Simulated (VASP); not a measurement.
# Si3H2N4O in VASP: further runs

Si3H2N4O is run at these levels: PBE+D3(BJ); tasks: single point.

All numbers are computed with VASP 6.6.1; they aren't measurements. Logs are shortened: lines on timing, memory, paths and dates and some standing lists are left out, and cuts for length are marked.

### 1 The cell of the first run

The cell holds a slab with vacuum, 40 atoms: a = 5.823 Å, b = 7.619 Å, c = 29.159 Å, α = 90.00°, β = 90.00°, γ = 90.00°.

### 2 Single point, PBE+D3(BJ)

INCAR reads:

```
PREC = Accurate ; ENCUT = 520
EDIFF = 1E-6 ; ISMEAR = 0
SIGMA = 0.05 ; LREAL = Auto
LASPH = True ; NELM = 80
ALGO = Normal ; ISIF = 2
LWAVE = False ; LCHARG = True
LDIPOL = True ; IDIPOL = 3
DIPOL = 0.5 0.5 0.444 ; GGA = PE
IVDW = 12 ; LELF = True
LVHAR = True ; LVACPOTAV = True
NBANDS = 106
```

KPOINTS reads:

```
Automatic mesh
0
Gamma
  3 2 1
```

POSCAR reads:

```
Si3H2N4O
1.0
    5.8226178753      0.0000000000      0.0000000000
    0.0000000000      7.6192383072      0.0000000000
    0.0000000000      0.0000000000     29.1593671956
Si N O H
12 16 4 8
Direct
    0.3750000000      0.5290403540      0.3517807148
    0.8750000000      0.5290403540      0.3517807148
    0.1250000000      0.2098373769      0.3911735053
    0.6250000000      0.2098373769      0.3911735053
    0.1250000000      0.8192029771      0.4043165504
    0.6250000000      0.8192029771      0.4043165504
    0.3724266234      0.1805901095      0.4831714243
    0.8725350255      0.1806159764      0.4833768837
    0.3738849470      0.7893397745      0.4964707616
    0.8743836776      0.7894375292      0.4964356413
    0.1247643395      0.4690057344      0.5355340609
    0.6236235742      0.4684675057      0.5347540285
    0.1250000000      0.0000000000      0.3682795612
    0.6250000000      0.0000000000      0.3682795612
    0.1250000000      0.6350876240      0.3690464983
    0.6250000000      0.6350876240      0.3690464983
    0.3750000000      0.3200857031      0.3758090304
    0.8750000000      0.3200857031      0.3758090304
    0.3750000000      0.8150019209      0.4369468088
    0.8750000000      0.8150019209      0.4369468088
    0.1218308429      0.1891208342      0.4505635634
    0.6224562285      0.1912195856      0.4505317715
    0.1237455172      0.6778113300      0.5122066341
    0.6240746350      0.6788329527      0.5130083930
    0.3735274128      0.3632188369      0.5192722276
    0.8738728926      0.3625539021      0.5202272558
    0.3739377996     -0.0015320836      0.5175452163
    0.8733880526     -0.0017072524      0.5175217633
    0.3609733614      0.5170160518      0.2949357960
    0.8608687546      0.5170985897      0.2949330639
    0.1488743368      0.4838637772      0.5924551143
    0.6306236506      0.4762401682      0.5928562689
    0.5111981209      0.5057566214      0.2802677326
    1.0110506360      0.5057115455      0.2802567709
    0.2299751033      0.9848537310      0.3406231727
    0.7306105969      0.9850213831      0.3407115218
    0.3924592717      0.0178642311      0.5518972573
    0.8525809393      0.0175294744      0.5518799709
    0.0086441097      0.5119194019      0.6090391395
    0.4783696341      0.5057782321      0.6053742756
```

Potentials or basis: VASP PAW PBE potentials, release 64 (Si, N, O, H).

The run is started by

```console
cat potpaw_PBE.64/Si/POTCAR potpaw_PBE.64/N/POTCAR potpaw_PBE.64/O/POTCAR potpaw_PBE.64/H/POTCAR > POTCAR
mpirun -np 1 vasp_std > vasp.out
```

OUTCAR:

```text
PREC = Accurate
   ENCUT = 520
   EDIFF = 1E-6
   ISMEAR = 0
   LREAL = Auto
   LASPH = True
   NELM = 80
   ISIF = 2
   GGA = PE
   IVDW = 12
 IVDW          = 12

 ion  position               nearest neighbor table
   1  0.375  0.529  0.352-  29 1.66  16 1.74  15 1.74  17 1.74   2 2.91   2 2.91   4 3.06   3 3.06
                             6 3.06   5 3.06
   2  0.875  0.529  0.352-  30 1.66  16 1.74  15 1.74  18 1.74   1 2.91   1 2.91   4 3.06   3 3.06
                             6 3.06   5 3.06
   3  0.125  0.210  0.391-  13 1.73  21 1.74  18 1.74  17 1.74   4 2.91   4 2.91   5 3.00   7 3.05
                             1 3.06   2 3.06   8 3.07
   4  0.625  0.210  0.391-  14 1.73  22 1.74  18 1.74  17 1.74   3 2.91   3 2.91   6 3.00   2 3.06
                             1 3.06   8 3.06   7 3.07
   5  0.125  0.819  0.404-  13 1.73  19 1.74  20 1.74  15 1.74   6 2.91   6 2.91   3 3.00   2 3.06
                             1 3.06   9 3.06  10 3.07
   6  0.625  0.819  0.404-  14 1.73  19 1.74  20 1.74  16 1.74   5 2.91   5 2.91   4 3.00   2 3.06
                             1 3.06  10 3.06   9 3.07
   7  0.372  0.181  0.483-  27 1.71  22 1.74  21 1.74  25 1.74   8 2.91   8 2.91   9 3.01  12 3.04
                            11 3.04   3 3.05   4 3.07
   8  0.873  0.181  0.483-  28 1.71  21 1.74  22 1.74  26 1.75   7 2.91   7 2.91  10 3.00  12 3.03
                            11 3.05   4 3.06   3 3.07
   9  0.374  0.789  0.496-  27 1.71  19 1.75  23 1.75  24 1.75  10 2.91  10 2.91   7 3.01  12 3.06
[... 21 lines left out ...]
  27  0.374  0.998  0.518-  37 1.02   9 1.71   7 1.71
  28  0.873  0.998  0.518-  38 1.02  10 1.71   8 1.71
  29  0.361  0.517  0.295-  33 0.98   1 1.66
  30  0.861  0.517  0.295-  34 0.98   2 1.66
  31  0.149  0.484  0.592-  39 0.97  11 1.67
  32  0.631  0.476  0.593-  40 0.98  12 1.70
  33  0.511  0.506  0.280-  29 0.98
  34  0.011  0.506  0.280-  30 0.98
  35  0.230  0.985  0.341-  13 1.02
  36  0.731  0.985  0.341-  14 1.02
  37  0.392  0.018  0.552-  27 1.02
  38  0.853  0.018  0.552-  28 1.02
  39  0.009  0.512  0.609-  31 0.97
  40  0.478  0.506  0.605-  32 0.98

  LATTYP: Found a simple orthorhombic cell.
 ALAT       =     5.8226178753
 B/A-ratio  =     1.3085588768
 C/A-ratio  =     5.0079479403

  Lattice vectors:

 A1 = (   5.8226178753,   0.0000000000,   0.0000000000)
 A2 = (   0.0000000000,   7.6192383072,   0.0000000000)
 A3 = (   0.0000000000,   0.0000000000,  29.1593671956)

Analysis of symmetry for initial positions (statically):
=====================================================================
 Subroutine PRICEL returns:
 Original cell was already a primitive cell.

 Routine SETGRP: Setting up the symmetry group for a
 simple orthorhombic supercell.

 Subroutine GETGRP returns: Found  1 space group operations
 (whereof  1 operations were pure point group operations)
 out of a pool of  8 trial point group operations.

The static configuration has the point symmetry C_1 .

Analysis of symmetry for dynamics (positions and initial velocities):
=====================================================================
 Subroutine PRICEL returns:
 Original cell was already a primitive cell.

 Routine SETGRP: Setting up the symmetry group for a
 simple orthorhombic supercell.

 Subroutine GETGRP returns: Found  1 space group operations
 (whereof  1 operations were pure point group operations)
 out of a pool of  8 trial point group operations.

The dynamic configuration has the point symmetry C_1 .

 Subroutine INISYM returns: Found  1 space group operations
 (whereof  1 operations are pure point group operations),
 and found     1 'primitive' translations

----------------------------------------------------------------------------------------

                                     Primitive cell

  volume of cell :    1293.6236

  direct lattice vectors                    reciprocal lattice vectors
     5.822617875  0.000000000  0.000000000     0.171744054  0.000000000  0.000000000
     0.000000000  7.619238307  0.000000000     0.000000000  0.131246715  0.000000000
     0.000000000  0.000000000 29.159367196     0.000000000  0.000000000  0.034294297

  length of vectors
     5.822617875  7.619238307 29.159367196     0.171744054  0.131246715  0.034294297

  position of ions in fractional coordinates (direct lattice)
     0.375000000  0.529040354  0.351780715
     0.875000000  0.529040354  0.351780715
     0.125000000  0.209837377  0.391173505
     0.625000000  0.209837377  0.391173505
     0.125000000  0.819202977  0.404316550
     0.625000000  0.819202977  0.404316550
[... 32 lines left out ...]
     0.008644110  0.511919402  0.609039139
     0.478369634  0.505778232  0.605374276

  ion indices of the primitive-cell ions
   primitive index   ion index
                 1           1
                 2           2
                 3           3
                 4           4
                 5           5
[... 50 lines left out ...]
   LNONCOLLINEAR =      F non collinear calculations
   LSORBIT =      F    spin-orbit coupling
   LASPH  =      T    aspherical Exc in radial PAW
   ENCUT  =  520.0 eV  38.22 Ry    6.18 a.u.  10.83 14.17 54.22*2*pi/ulx,y,z
   NELM   =     80;   NELMIN=  2; NELMDL= -5     # of ELM steps
   EDIFF  = 0.1E-05   stopping-criterion for ELM
   LREAL  =      T    real-space projection
   EDIFFG = 0.1E-04   stopping-criterion for IOM
   NSW    =      0    number of steps for IOM
   IBRION =     -1    ionic relax: 0-MD 1-quasi-New 2-CG
   NFREE  =      0    steps in history (QN), initial steepest desc. (CG)
   ISIF   =      2    stress and relaxation
   ISYM   =      2    0-nonsym 1-usesym 2-fastsym
   POTIM  = 0.5000    time-step for ionic-motion
   TEBEG  =    0.0;   TEEND  =   0.0 temperature during run
   PSTRESS=    0.0 pullay stress
   NELECT =     160.0000    total number of electrons
   NUPDOWN=      -1.0000    fix difference up-down
   EMIN   =  10.00;   EMAX   =-10.00  energy-range for DOS
   EFERMI =   0.00;   METHOD = LEGACY
   ISMEAR =     0;   SIGMA  =   0.05  broadening in eV -4-tet -1-fermi 0-gaus
   EFERMI_NEDOS =   21; number of points for ismear=-14 and -15
   IALGO  =     38    algorithm
   IMIX   =      4    mixing-type and parameters
     AMIX     =   0.40;   BMIX     =  1.00
     AMIX_MAG =   1.60;   BMIX_MAG =  1.00
  volume/ion in A,a.u.               =      32.34       218.25
  Fermi-wavevector in a.u.,A,eV,Ry     =   0.815666  1.541385  9.052098  0.665310
  Thomas-Fermi vector in A             =   1.925795
   LORBIT       =      0    0 simple, 1 ext, 2 COOP (PROOUT), +10 PAW based schemes
   GGA     = PE    functional components
   LHFCALC =     F    Hartree Fock is set to
   AEXX    =    0.0000 exact exchange contribution
   IVDW    =    12    specifies the selected vdW correction
   LEPSILON=     F    determine dielectric tensor
   LRPA    =     F    only Hartree local field effects (RPA)
 non-spin polarized calculation
 Gauss-broadening in eV      SIGMA  =   0.05
  energy-cutoff  :      520.00
  volume of cell :     1293.62
 maximum number of plane-waves:     34868
 NGX is ok and might be reduce to    48
   NGX = 21   NGY = 29   NGZ =109

 number of electron     159.9999999 magnetization

 dipolmoment           0.000000      0.000000     -0.004201 electrons x Angstroem

 Free energy of the ion-electron system (eV)
  ---------------------------------------------------
  ext. energy  EPLUGINS =         0.00000000
  ---------------------------------------------------
  free energy    TOTEN  =      -288.19250258 eV

  energy without entropy =     -288.19250258  energy(sigma->0) =     -288.19250258

 E-fermi :  -1.9006     XC(G=0):  -3.4451

 val. band max:       -2.1503792438   @ k =   0.0000   0.5000   0.0000
 cond. band min:       1.6204021860   @ k =   0.0000   0.0000   0.0000
 fundamental gap:      3.7707814298
 Fermi energy:        -1.9005663906

 k-point     1 :       0.0000    0.0000    0.0000
  band No.  band energies     occupation
      1     -22.4090      2.00000
      2     -22.2176      2.00000
      3     -21.8883      2.00000
      4     -21.4668      2.00000
      5     -19.9975      2.00000
      6     -19.2943      2.00000
[... 369 lines left out ...]
     91       3.8755      0.00000
     92       3.9532      0.00000
 [bands above 92 left out]

------------------------ aborting loop because EDIFF is reached ----------------------------------------

 vacuum level on the upper side and lower side of the slab       (xc-potential included)        -0.127        -0.114

 Edisp (eV)   -5.76857

 E8    (eV) :    -2.0393

  FORCE on cell =-STRESS in cart. coord.  units (eV):
  Direction    XX          YY          ZZ          XY          YZ          ZX
  --------------------------------------------------------------------------------------
  -------------------------------------------------------------------------------------
  Total      -0.53934     1.71369    -1.94732    -1.93281    -0.76120     0.28259
  in kB      -0.66798     2.12244    -2.41180    -2.39382    -0.94276     0.34999
  external pressure =       -0.32 kB  Pullay stress =        0.00 kB

 VOLUME and BASIS-vectors are now :
 -----------------------------------------------------------------------------
  energy-cutoff  :      520.00
  volume of cell :     1293.62
      direct lattice vectors                 reciprocal lattice vectors
     5.822617875  0.000000000  0.000000000     0.171744054  0.000000000  0.000000000
     0.000000000  7.619238307  0.000000000     0.000000000  0.131246715  0.000000000
     0.000000000  0.000000000 29.159367196     0.000000000  0.000000000  0.034294297

 POSITION                                       TOTAL-FORCE (eV/Angst)
 -----------------------------------------------------------------------------------
      2.18348      4.03088     10.25770        -0.064516      0.224549      0.555285
      5.09479      4.03088     10.25770        -0.055944      0.219476      0.555603
      0.72783      1.59880     11.40637        -0.018301      0.065608     -0.020472
      3.63914      1.59880     11.40637         0.017768      0.100683     -0.009827
      0.72783      6.24170     11.78961        -0.062563     -0.018577     -0.243731
      3.63914      6.24170     11.78961        -0.053357      0.007125     -0.234746
[... 32 lines left out ...]
      0.05033      3.90044     17.75920        -0.223025     -0.029705     -0.002104
      2.78536      3.85364     17.65233         0.140807     -0.149821     -0.015057
 -----------------------------------------------------------------------------------
    total drift:                                0.003951      0.000016      0.007163

  FREE ENERGIE OF THE ION-ELECTRON SYSTEM (eV)
  ---------------------------------------------------
  free  energy   TOTEN  =      -293.9610703044 eV

  energy  without entropy=     -293.9610703044  energy(sigma->0) =     -293.96107030

 vacuum level on the upper side and lower side of the slab         2.992         3.009
```

Run time: 30 min. Hardware: 1 thread of Intel Xeon Platinum 8488C (Sapphire Rapids), shared host; peak memory 1.4 GiB.

Results:

```
Free energy                            : -293.9611 eV
Largest force                          : 1.196 eV/Å
Band gap on the k mesh                 : 3.77 eV
Dispersion energy per atom             : -0.144 eV
Ionisation potential of the upper face : 5.14 eV
```

Forces on the atoms (eV/Å):
```
Si  -0.065  0.225  0.555
Si  -0.056  0.219  0.556
Si  -0.018  0.066 -0.020
Si   0.018  0.101 -0.010
Si  -0.063 -0.019 -0.244
Si  -0.053  0.007 -0.235
Si  -0.008  0.301 -0.009
Si   0.008  0.353 -0.031
Si   0.084 -0.268 -0.032
Si  -0.078 -0.321 -0.038
Si   0.001 -0.101  0.093
Si   0.011 -0.111  1.191
N   -0.062  0.084  0.313
N   -0.070  0.087  0.320
N    0.082 -0.387 -0.347
N    0.081 -0.382 -0.338
N   -0.071  0.103 -0.354
N   -0.033  0.113 -0.370
N    0.140 -0.064  0.198
N    0.150 -0.069  0.171
N   -0.008 -0.091 -0.001
N    0.003 -0.071  0.005
N   -0.003  0.155 -0.044
N    0.011  0.290 -0.242
N   -0.119 -0.133 -0.241
N    0.120 -0.140 -0.236
N    0.048  0.009  0.181
N   -0.073  0.032  0.304
O   -0.064  0.001  0.017
O   -0.065  0.002  0.017
O    0.030  0.018 -0.021
O    0.049  0.206 -0.587
H    0.079 -0.008 -0.071
H    0.079 -0.008 -0.071
H   -0.004 -0.001 -0.008
H   -0.003 -0.002 -0.009
H   -0.089  0.000 -0.142
H    0.091 -0.016 -0.200
H   -0.223 -0.030 -0.002
H    0.141 -0.150 -0.015
```

### 3 Single point, PBE+D3(BJ)

This run uses another cell than the first one.

INCAR reads:

```
PREC = Accurate ; ENCUT = 520
EDIFF = 1E-7 ; ISMEAR = 0
SIGMA = 0.05 ; LREAL = Auto
LASPH = T ; NELM = 80
ALGO = Normal ; ISIF = 2
LWAVE = F ; LCHARG = F
LDIPOL = T ; IDIPOL = 3
DIPOL = 0.5 0.5 0.431 ; GGA = PE
IVDW = 12 ; NBANDS = 106
```

KPOINTS reads:

```
regular mesh
0
Gamma
  3 2 1
```

POSCAR reads:

```
Si3H2N4O
1.0
    5.8226178753      0.0000000000      0.0000000000
    0.0000000000      7.6192383072      0.0000000000
    0.0000000000      0.0000000000     30.0673671956
Si N O H
12 16 4 8
Direct
    0.3750000000      0.5290403540      0.3411573408
    0.8750000000      0.5290403540      0.3411573408
    0.1250000000      0.2098373769      0.3793605141
    0.6250000000      0.2098373769      0.3793605141
    0.1250000000      0.8192029771      0.3921066543
    0.6250000000      0.8192029771      0.3921066543
    0.3707581280      0.1828165894      0.4687933471
    0.8708604845      0.1825657379      0.4687891315
    0.3737684512      0.7891781086      0.4814148404
    0.8739348353      0.7894362228      0.4813775864
    0.1220834570      0.4696515137      0.5198521926
    0.6220861531      0.4698866914      0.5197549436
    0.1250000000      0.0000000000      0.3571579409
    0.6250000000      0.0000000000      0.3571579409
    0.1250000000      0.6350876240      0.3579017174
    0.6250000000      0.6350876240      0.3579017174
    0.3750000000      0.3200857031      0.3644600287
    0.8750000000      0.3200857031      0.3644600287
    0.3750000000      0.8150019209      0.4237515163
    0.8750000000      0.8150019209      0.4237515163
    0.1202294049      0.1915741569      0.4370290723
    0.6200538116      0.1910629114      0.4370532112
    0.1237026521      0.6790479596      0.4972227145
    0.6237783945      0.6790710454      0.4970693996
    0.3715578360      0.3638071892      0.5044596228
    0.8715122054      0.3638490720      0.5044678806
    0.3745366137     -0.0007544095      0.5020094794
    0.8752346423     -0.0008757010      0.5017637225
    0.3609959340      0.5170149108      0.2860306498
    0.8610281207      0.5170022421      0.2860324556
    0.1363280203      0.4835147866      0.5752251644
    0.6341519901      0.4848851221      0.5751615517
    0.5111965810      0.5057676512      0.2717979498
    1.0112391710      0.5057807880      0.2718018241
    0.2322790043      0.9852366883      0.3306509221
    0.7321448587      0.9851848139      0.3306332646
    0.3195315393      0.0170211078      0.5337474648
    0.8241061674      0.0171906815      0.5338816908
   -0.0133287319      0.5021482341      0.5891384546
    0.4827274630      0.5010358641      0.5886603700
```

Potentials or basis: VASP PAW PBE potentials, release 64 (Si, N, O, H).

The run is started by

```console
cat potpaw_PBE.64/Si/POTCAR potpaw_PBE.64/N/POTCAR potpaw_PBE.64/O/POTCAR potpaw_PBE.64/H/POTCAR > POTCAR
mpirun -np 1 vasp_std > vasp.out
```

Run time: 48 min. Hardware: 1 thread of Intel Xeon 8259CL, shared host; peak memory 1.4 GiB.

It converged, with:

- Free energy: -294.0216 eV
- Largest force: 0.601 eV/Å
- Band gap on the k mesh: 3.79 eV
- Dispersion energy per atom: -0.144 eV

Forces in eV/Å, atoms in the order of the input:
```
Si  -0.063  0.228  0.552
Si  -0.062  0.229  0.552
Si  -0.038  0.120  0.023
Si  -0.042  0.113  0.031
Si  -0.063 -0.030 -0.213
Si  -0.069 -0.033 -0.209
Si   0.005  0.057  0.027
Si  -0.004  0.177 -0.051
Si   0.006 -0.040  0.000
Si  -0.006 -0.179 -0.022
Si   0.036 -0.023  0.069
Si   0.007 -0.023  0.153
N   -0.056  0.100  0.317
N   -0.055  0.098  0.317
N    0.088 -0.389 -0.346
N    0.089 -0.389 -0.347
N   -0.076  0.091 -0.368
N   -0.085  0.089 -0.364
N    0.207 -0.090  0.112
N    0.223 -0.086  0.083
N   -0.020 -0.036  0.000
N    0.017 -0.020 -0.010
N   -0.013  0.053 -0.051
N    0.018  0.062 -0.055
N   -0.013 -0.019 -0.083
N    0.004 -0.052 -0.073
N   -0.001 -0.001  0.016
N   -0.077  0.043  0.321
O   -0.061  0.003  0.015
O   -0.062  0.002  0.014
O    0.051  0.013 -0.114
O    0.060  0.002 -0.146
H    0.079 -0.008 -0.071
H    0.079 -0.008 -0.071
H   -0.005 -0.003 -0.009
H   -0.005 -0.002 -0.009
H    0.009  0.004  0.004
H    0.047 -0.022 -0.161
H   -0.095 -0.015  0.087
H   -0.055 -0.018  0.081
```

Levels at points of the mesh, in eV from the valence-band top:
| k point | band 77 | band 78 | band 79 | band 80 | band 81 | band 82 | band 83 | band 84 |
| --- | --- | --- | --- | --- | --- | --- | --- | --- |
| (0.00, 0.00, 0.00) | -0.92 | -0.82 | -0.32 | -0.03 | 3.79 | 4.08 | 4.39 | 4.54 |
| (0.00, 0.50, 0.00) | -1.25 | -1.10 | -0.28 | 0.00 | 4.41 | 4.48 | 4.55 | 4.64 |
